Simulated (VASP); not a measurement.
# GaN (P6_3mc) in VASP: dielectric tensor with PBE

Aim: the dielectric tensor of GaN with PBE.

Program: VASP 6.6.1. These are calculated values, not measurements. Logs are shortened: lines on timing, memory, paths and dates and some standing lists are left out, and cuts for length are marked.

## 1. The cell of the first run

Symmetry: P6_3mc, No. 186, hexagonal system. The conventional cell has a = 3.177 Å, b = 3.177 Å, c = 5.175 Å, α = 90.00°, β = 90.00°, γ = 120.00°. Within 2.6 Å of Ga (site symmetry 3m) lie 4 N at 1.94 to 1.95 Å. N (site symmetry 3m) has 4 Ga at 1.94 to 1.95 Å within 2.6 Å.

## 2. Dielectric tensor, PBE

File INCAR:

```
SYSTEM = GaN
PREC = Accurate
ENCUT = 520
EDIFF = 1E-8
ISMEAR = 0
SIGMA = 0.01
LREAL = .False.
LASPH = .True.
NELM = 80
ALGO = Normal
ISIF = 2
LWAVE = .False.
LCHARG = .False.
GGA = PE
LEPSILON = .True.
```

File KPOINTS:

```
Automatic mesh
0
Gamma
  8 8 4
  0 0 0
```

File POSCAR:

```
GaN
1.0
    3.1771213288      0.0000000000      0.0000000000
   -1.5885606644      2.7514677816      0.0000000000
    0.0000000000      0.0000000000      5.1753656812
Ga N
2 2
Direct
    0.3333333333      0.6666666667     -0.0008245947
    0.6666666667      0.3333333333      0.4991754053
    0.3333333333      0.6666666667      0.3758245947
    0.6666666667      0.3333333333      0.8758245947
```

Potentials or basis: VASP PAW PBE potentials, release 64 (Ga_d, N).

The run is started by

```console
$ cat potpaw_PBE.64/Ga_d/POTCAR potpaw_PBE.64/N/POTCAR > POTCAR
$ mpirun -np 1 vasp_std > vasp.out
```

OUTCAR:

```text
SYSTEM = GaN
   PREC = Accurate
   ENCUT = 520
   EDIFF = 1E-8
   ISMEAR = 0
   LREAL = .False.
   LASPH = .True.
   NELM = 80
   ISIF = 2
   GGA = PE
   LEPSILON = .True.

 ion  position               nearest neighbor table
   1  0.333  0.667  0.999-   4 1.94   4 1.94   4 1.94   3 1.95
   2  0.667  0.333  0.499-   3 1.94   3 1.94   3 1.94   4 1.95
   3  0.333  0.667  0.376-   2 1.94   2 1.94   2 1.94   1 1.95
   4  0.667  0.333  0.876-   1 1.94   1 1.94   1 1.94   2 1.95

  LATTYP: Found a hexagonal cell.
 ALAT       =     3.1771213288
 C/A-ratio  =     1.6289480777

  Lattice vectors:

 A1 = (   3.1771213288,   0.0000000000,   0.0000000000)
 A2 = (  -1.5885606644,   2.7514677816,   0.0000000000)
 A3 = (   0.0000000000,   0.0000000000,   5.1753656812)

Analysis of symmetry for initial positions (statically):
=====================================================================
 Subroutine PRICEL returns:
 Original cell was already a primitive cell.

 Routine SETGRP: Setting up the symmetry group for a
 hexagonal supercell.

 Subroutine GETGRP returns: Found 12 space group operations
 (whereof  6 operations were pure point group operations)
 out of a pool of 24 trial point group operations.

The static configuration has the point symmetry C_3v.
 The point group associated with its full space group is C_6v.

Analysis of symmetry for dynamics (positions and initial velocities):
=====================================================================
 Subroutine PRICEL returns:
 Original cell was already a primitive cell.

 Routine SETGRP: Setting up the symmetry group for a
 hexagonal supercell.

 Subroutine GETGRP returns: Found 12 space group operations
 (whereof  6 operations were pure point group operations)
 out of a pool of 24 trial point group operations.

The dynamic configuration has the point symmetry C_3v.
 The point group associated with its full space group is C_6v.

 Subroutine INISYM returns: Found 12 space group operations
 (whereof  6 operations are pure point group operations),
 and found     1 'primitive' translations

----------------------------------------------------------------------------------------

                                     Primitive cell

[... 767 lines left out ...]
     -0.00000      1.83431      1.94503        -0.000000     -0.000000     -0.001393
      1.58856      0.91716      4.53271         0.000000     -0.000000     -0.001393
 -----------------------------------------------------------------------------------
    total drift:                               -0.000001     -0.000001     -0.000649

  FREE ENERGIE OF THE ION-ELECTRON SYSTEM (eV)
  ---------------------------------------------------
  free  energy   TOTEN  =       -24.2862405526 eV

  energy  without entropy=      -24.2862405526  energy(sigma->0) =      -24.28624055

 HEAD OF MICROSCOPIC STATIC DIELECTRIC TENSOR (INDEPENDENT PARTICLE, excluding Hartree and local field effects)
 ------------------------------------------------------
           5.958413     0.000000     0.000000
           0.000000     5.958413    -0.000000
           0.000000     0.000000     6.135335
 ------------------------------------------------------

 Free energy of the ion-electron system (eV)
  ---------------------------------------------------
  ---------------------------------------------------
  free energy    TOTEN  =        -0.65206045 eV

  energy without entropy =       -0.65206045

------------------------ aborting loop because EDIFF is reached ----------------------------------------

--------------------------------------- Ionic step        2  -------------------------------------------

------------------------ aborting loop because EDIFF is reached ----------------------------------------

--------------------------------------- Ionic step        3  -------------------------------------------

 Free energy of the ion-electron system (eV)
  ---------------------------------------------------
  ---------------------------------------------------
  free energy    TOTEN  =        -0.67623542 eV

  energy without entropy =       -0.67623542

------------------------ aborting loop because EDIFF is reached ----------------------------------------

 PIEZOELECTRIC TENSOR FIELD DIRECTION 3  (e Angst)
 -----------------------------------------------------------------------------
     1.42869  0.00000  0.00000           (  0.11509  0.00000  0.00000)
     0.00000  1.42869  0.00000           (  0.00000  0.11509  0.00000)
    -0.00000 -0.00000 -2.89796           (  0.00000  0.00000 -0.23821)

 PIEZOELECTRIC TENSOR FIELD DIRECTION 3  (C/m^2)
 -----------------------------------------------------------------------------
     0.50595  0.00000  0.00000
     0.00000  0.50595  0.00000
    -0.00000 -0.00000 -1.02628

 MACROSCOPIC STATIC DIELECTRIC TENSOR (including local field effects in DFT)
 ------------------------------------------------------
           5.823370     0.000000    -0.000000
           0.000000     5.823370     0.000000
           0.000000     0.000000     6.015423
 ------------------------------------------------------

 PIEZOELECTRIC TENSOR (including local field effects)  for field in x, y, z        (e  Angst)
          XX          YY          ZZ          XY          YZ          ZX
  --------------------------------------------------------------------------------
  x    -0.00000     0.00000     0.00000     0.00000     0.00000     1.57364
  y    -0.00000     0.00000     0.00000     0.00000     1.57364     0.00000
  z     1.42869     1.42869    -2.89796     0.00000     0.00000     0.00000

 PIEZOELECTRIC TENSOR (including local field effects)  for field in x, y, z        (C/m^2)
          XX          YY          ZZ          XY          YZ          ZX
  --------------------------------------------------------------------------------
  x    -0.00000     0.00000     0.00000     0.00000     0.00000     0.55728
  y    -0.00000     0.00000     0.00000     0.00000     0.55728     0.00000
  z     0.50595     0.50595    -1.02628     0.00000     0.00000     0.00000

 BORN EFFECTIVE CHARGES (including local field effects) (in |e|, cummulative output)
 ---------------------------------------------------------------------------------
 ion    1
    1     2.61787     0.00000     0.00000
    2     0.00000     2.61787     0.00000
    3     0.00000    -0.00000     2.75731
 ion    2
    1     2.61787     0.00000     0.00000
    2     0.00000     2.61787     0.00000
    3     0.00000     0.00000     2.75731
 ion    3
    1    -2.61787     0.00000     0.00000
    2     0.00000    -2.61787     0.00000
    3     0.00000     0.00000    -2.75731
 ion    4
    1    -2.61787     0.00000     0.00000
    2     0.00000    -2.61787     0.00000
    3     0.00000    -0.00000    -2.75731
```

OSZICAR:

```text
N       E                     dE             d eps       ncg     rms          rms(c)
DAV:   1     0.275674340900E+03    0.27567E+03   -0.18633E+04  1368   0.305E+03
DAV:   2     0.756768096933E+01   -0.26811E+03   -0.25940E+03  1442   0.520E+02
DAV:   3    -0.269552379955E+02   -0.34523E+02   -0.33908E+02  1536   0.155E+02
[... 12 lines left out ...]
RMM:   8    -0.676210690975E+00   -0.18685E-03   -0.15332E-05  2526   0.110E-02    0.106E-03
RMM:   9    -0.676231425699E+00   -0.20735E-04   -0.21581E-06  2395   0.427E-03    0.290E-04
RMM:  10    -0.676235002979E+00   -0.35773E-05   -0.16027E-06  2582   0.146E-03    0.100E-04
RMM:  11    -0.676234371841E+00    0.63114E-06   -0.51135E-07  2579   0.522E-04    0.121E-04
RMM:  12    -0.676235605792E+00   -0.12340E-05   -0.14255E-07  2285   0.257E-04    0.118E-05
RMM:  13    -0.676235417955E+00    0.18784E-06   -0.14529E-08  1654   0.966E-05    0.888E-06
```

Run time: 4.4 min. Hardware: 1 thread of AMD EPYC 9R45 (Zen 5), shared host; peak memory 0.29 GiB.

Results:

| Item | Value |
| --- | --- |
| Band gap on the k mesh | 1.98 eV, direct |
| Electronic dielectric tensor (diagonal) | 5.82, 5.82, 6.02 |
| Born charges (mean of the diagonal) | Ga +2.66; N -2.66 e |

Levels at points of the mesh, in eV from the valence-band top:
```csv
k point,band 15,band 16,band 17,band 18,band 19,band 20,band 21,band 22
"(0.00, 0.00, 0.00)",-1.04,-0.04,0.00,0.00,1.98,4.32,9.25,9.95
"(0.50, 0.00, 0.00)",-4.24,-2.77,-2.23,-1.01,5.09,5.62,6.07,8.67
"(0.00, 0.00, 0.50)",-0.54,-0.54,-0.54,-0.54,4.31,4.31,8.52,8.52
"(0.50, 0.00, 0.50)",-1.96,-1.96,-1.91,-1.91,4.44,4.44,7.82,7.82
```

Electronic dielectric tensor:
```
5.82 0.00 0.00
0.00 5.82 0.00
0.00 0.00 6.02
```

Born effective charge tensors (e):
atom 1, Ga
```
2.62 0.00 0.00
0.00 2.62 0.00
0.00 0.00 2.76
```
atom 2, Ga
```
2.62 0.00 0.00
0.00 2.62 0.00
0.00 0.00 2.76
```
atom 3, N
```
-2.62  0.00  0.00
 0.00 -2.62  0.00
 0.00  0.00 -2.76
```
atom 4, N
```
-2.62  0.00  0.00
 0.00 -2.62  0.00
 0.00  0.00 -2.76
```
